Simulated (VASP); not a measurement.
Hf: single point with PBE

System: Hf, a sheet with vacuum.

```
CELL_PARAMETERS angstrom
4.52563 0.00000 0.00000
-2.26281 3.91931 0.00000
0.00000 0.00000 14.00000
ATOMIC_POSITIONS crystal
Hf 0.33333 0.66667 0.50000
Hf 0.66667 0.33333 0.50000
```

The cell was built from a structure type or drawn by symmetry, and may not be a known phase.

```json
{
 "Program": "VASP 6.6.1",
 "Task": "single point",
 "Functional": "PBE",
 "Potentials or basis": "VASP PAW PBE potentials, release 64 (Hf_pv)",
 "Cutoff": "520 eV",
 "k mesh": "6 × 6 × 1",
 "Occupations": "gaussian, width 0.1 eV",
 "Spin": "no spin polarisation"
}
```

```yaml
Band_gap_on_the_k_mesh: zero (bands 10 and 11 overlap by 0.37 eV)
```

Levels at points of the mesh, in eV from the Fermi level:
```tsv
k point	band 6	band 7	band 8	band 9	band 10	band 11	band 12	band 13	band 14	band 15
(0.00, 0.00, 0.00)	-29.83	-4.48	-0.31	0.13	0.13	0.34	0.93	0.93	1.88	1.88
(0.50, 0.00, 0.00)	-29.69	-1.93	-1.61	-0.54	-0.50	-0.24	-0.21	0.88	1.21	2.26
```

It took 60 s on 1 thread of Intel(R) Xeon(R) Platinum 8259CL CPU @ 2.50GHz (Skylake/Cascade Lake), with other jobs on the host, peak memory 0.35 GiB.

Caveat: spin-orbit coupling is left out, which moves the levels of the heavy elements.
